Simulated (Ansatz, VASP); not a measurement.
Two plane-wave programs on RbBr

INCAR

```
PREC     = Accurate       # precision mode
ENCUT    = 500            # plane-wave cutoff, eV
EDIFF    = 1E-6           # SCF threshold, eV
ISMEAR   = 0              # smearing method
SIGMA    = 0.1            # smearing width, eV
LREAL    = F              # projectors in reciprocal space
LASPH    = T              # aspherical terms in the spheres
NELM     = 120            # most SCF steps
ALGO     = Normal         # electronic algorithm
ISIF     = 2              # what is computed and relaxed
LWAVE    = F              # write WAVECAR
LCHARG   = T              # write CHGCAR
GGA      = PE             # functional
LELF     = T              # ELF
LVHAR    = T            
NBANDS   = 15             # bands
GGA_COMPAT= F
```

KPOINTS

```
Automatic mesh
0
Gamma
  4 4 4
```

POSCAR

```
RbBr
1.0
    0.0000000000      3.5046109457      3.5046109457
    3.5046109457      0.0000000000      3.5046109457
    3.5046109457      3.5046109457      0.0000000000
Rb Br
1 1
Direct
    0.5000000000      0.5000000000      0.5000000000
    0.0000000000      0.0000000000      0.0000000000
```

Input for Ansatz:

```yaml
crystal:
  lattice:
    - [0.0, 3.5046109457, 3.5046109457]
    - [3.5046109457, 0.0, 3.5046109457]
    - [3.5046109457, 3.5046109457, 0.0]
  atoms:
    - { symbol: Rb, position: [0.5, 0.5, 0.5] }
    - { symbol: Br, position: [0.0, 0.0, 0.0] }
basis:
  ecutwfc: 420
kpoints:
  mp_grid: { grid: [4, 4, 4] }
hamiltonian:
  xc: pbe
scf:
  occupations: { method: gaussian, width: 0.1 }
  lower_state_search: "off"
output:
  forces: true
  stress: true
  eigenvalues: true
```

Alike in both runs: task single point; functional PBE; k mesh 4 × 4 × 4; occupations gaussian, width 0.1 eV; no spin polarisation.

```csv
,VASP,Ansatz
version,VASP 6.6.1,Ansatz 0.2.0
potentials or method,"VASP PAW PBE potentials, release 64 (Rb_sv, Br), cutoff 500 eV","scalar-relativistic, plane waves, PAW"
valence electrons in the cell,16,16
```

```csv
,VASP,Ansatz,Ansatz less VASP
gap on the k mesh at the Fermi level (eV),4.20,4.20,+0.002
least direct gap on the mesh (eV),4.20,4.20,+0.002
pressure (GPa),0.1,0.0,-0.01
```

The functional is the same, so the differences come from potentials, cutoffs and numerics.
